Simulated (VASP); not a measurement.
BAs: single point with PBE

Crystal: BAs.

```xyz
2
Lattice="0.0000 2.4636 2.3586 2.4636 0.0000 2.3586 2.4636 2.4636 0.0000" Properties=species:S:1:pos:R:3 pbc="T T T"
B     0.0000    0.0000    0.0000
As    1.2318    1.2318    1.1793
```

This cell differs from its parent crystal: epitaxial xy strain +3.0%.

| Quantity | Value |
| --- | --- |
| Program | VASP 6.6.1 |
| Task | single point |
| Functional | PBE |
| Potentials or basis | VASP PAW PBE potentials, release 64 (B, As) |
| Cutoff | 520 eV |
| k mesh | 6 × 6 × 6 |
| Occupations | gaussian, width 0.01 eV |
| Spin | no spin polarisation |
| Dipole correction | no |
| Further INCAR settings | ALGO = Normal; EDIFF = 1e-07; NBANDS = 11 |

The pressure is -3.1 GPa. The band gap on the k mesh is 0.70 eV, indirect (least direct gap 2.78 eV).

Stress tensor (GPa, compression positive):
```
-5.75  0.00  0.00
 0.00 -5.75  0.00
 0.00  0.00  2.24
```

Levels at points of the mesh, in eV from the valence-band top:
```csv
k point,band 1,band 2,band 3,band 4,band 5,band 6,band 7,band 8
"(0.00, 0.00, 0.00)",-15.22,-0.39,-0.39,0.00,2.78,3.06,3.06,3.79
"(0.50, 0.00, 0.00)",-12.52,-8.69,-2.23,-1.76,2.07,4.30,4.71,8.52
"(0.50, 0.50, 0.00)",-11.07,-8.29,-4.39,-4.39,0.89,0.91,10.66,10.66
"(0.50, 0.00, 0.50)",-11.39,-8.63,-4.03,-3.96,1.39,1.40,10.29,10.81
```

Run time: 13 s on 1 thread of Intel Xeon 8259CL, on a shared host, peak memory 0.16 GiB.

Caveat: the cell differs from its parent crystal (epitaxial xy strain +3.0%). A k mesh can miss the band edges.
